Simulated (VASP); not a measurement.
Au: single point with PBE

Au:

```
Au
1.0
     0.00000    2.08611    2.08611
     2.08611    0.00000    2.08611
     2.08611    2.08611    0.00000
Au
1
Direct
  0.00000 0.00000 0.00000
```

```yaml
Program: VASP 6.6.1
Task: single point
Functional: PBE
Potentials_or_basis: VASP PAW PBE potentials, release 64 (Au)
Cutoff: 520 eV
k_mesh: 14 × 14 × 14
Occupations: fermi-dirac, width 0.136057 eV
Spin: no spin polarisation
```

- Pressure: -1.6 GPa

Levels at points of the mesh, in eV from the Fermi level:
| k point | band 2 | band 3 | band 4 | band 5 | band 6 | band 7 | band 8 | band 9 | band 10 | band 11 |
| --- | --- | --- | --- | --- | --- | --- | --- | --- | --- | --- |
| (0.00, 0.00, 0.00) | -4.34 | -4.34 | -4.34 | -2.98 | -2.98 | 14.62 | 18.25 | 18.25 | 18.25 | 22.96 |
| (0.50, 0.00, 0.00) | -4.37 | -4.37 | -1.91 | -1.91 | -0.64 | 2.77 | 14.06 | 16.68 | 16.68 | 24.02 |
| (0.50, 0.50, 0.00) | -6.19 | -1.95 | -1.62 | -1.62 | 1.23 | 5.31 | 9.86 | 9.86 | 16.56 | 18.99 |

It took 8 s on 1 thread of Intel(R) Xeon(R) 6975P-C (Granite Rapids), on a shared host, peak memory 0.15 GiB.

Caveat: spin-orbit coupling is left out, which moves the levels of the heavy elements.
